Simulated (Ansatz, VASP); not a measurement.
**One calculation of KI, two programs**

POSCAR

```
KI
1.0
    2.4535653282     -4.2473909265      0.0000000000
    2.4535653282      4.2473909265      0.0000000000
    0.0000000000      0.0000000000      8.5819717627
K I
2 2
Direct
    0.5000000000      0.5000000000      0.5000000000
    0.5000000000      0.5000000000      0.0000000000
    0.8332910165      0.1667089835      0.2500000000
    0.1667089835      0.8332910165      0.7500000000
```

Contents of INCAR.step1:

```
  ALGO = Normal
  EDIFF = 1E-4
  ENCUT = 520
  GGA = PE
  ISMEAR = 0
  LASPH = T
  LCHARG = F
  LREAL = F
  LWAVE = T
  NBANDS = 24
  NELM = 60
  PREC = Accurate
  SIGMA = 0.05
```

Contents of INCAR.step2:

```
  ALGO = Normal
  EDIFF = 1E-7
  ENCUT = 520
  ISIF = 2
  ISMEAR = 0
  ISTART = 1
  LASPH = T
  LCHARG = F
  LMIXTAU = T
  LREAL = F
  LWAVE = F
  METAGGA = R2SCAN
  NBANDS = 24
  NELM = 60
  PREC = Accurate
  SIGMA = 0.05
```

File KPOINTS:

```
k-points
0
Gamma
  6 6 4
```

Input for Ansatz:

```yaml
crystal:
  lattice:
    - [2.4535653282, -4.2473909265, 0.0]
    - [2.4535653282, 4.2473909265, 0.0]
    - [0.0, 0.0, 8.5819717627]
  atoms:
    - { symbol: K, position: [0.5, 0.5, 0.5] }
    - { symbol: K, position: [0.5, 0.5, 0.0] }
    - { symbol: I, position: [0.8332910165, 0.1667089835, 0.25] }
    - { symbol: I, position: [0.1667089835, 0.8332910165, 0.75] }
basis:
  ecutwfc: 500
kpoints:
  mp_grid: { grid: [6, 6, 4] }
hamiltonian:
  xc: r2scan
scf:
  occupations: { method: gaussian, width: 0.05 }
output:
  forces: true
  stress: true
  eigenvalues: true
```

Alike in both runs: task single point; functional r2SCAN; k mesh 6 × 6 × 4; occupations gaussian, width 0.05 eV; no spin polarisation.

|  | VASP | Ansatz |
| --- | --- | --- |
| version | VASP 6.6.1 | Ansatz 0.2.0 |
| potentials or method | VASP PAW PBE potentials, release 64 (K_sv, I), cutoff 520 eV | scalar-relativistic, plane waves, PAW |
| valence electrons in the cell | 32 | 52 |

|  | VASP | Ansatz | Ansatz less VASP |
| --- | --- | --- | --- |
| gap on the k mesh at the Fermi level (eV) | 4.49 | 4.50 | +0.003 |
| least direct gap on the mesh (eV) | 4.49 | 4.50 | +0.003 |
| pressure (GPa) | 0.0 | 0.0 | 0.00 |

VASP's potentials were made for PBE, not for r2SCAN. VASP's potentials hold 32 valence electrons a cell and Ansatz's 52, so a difference there can come from the potentials and not from the codes.

Neither program's run includes spin-orbit coupling.
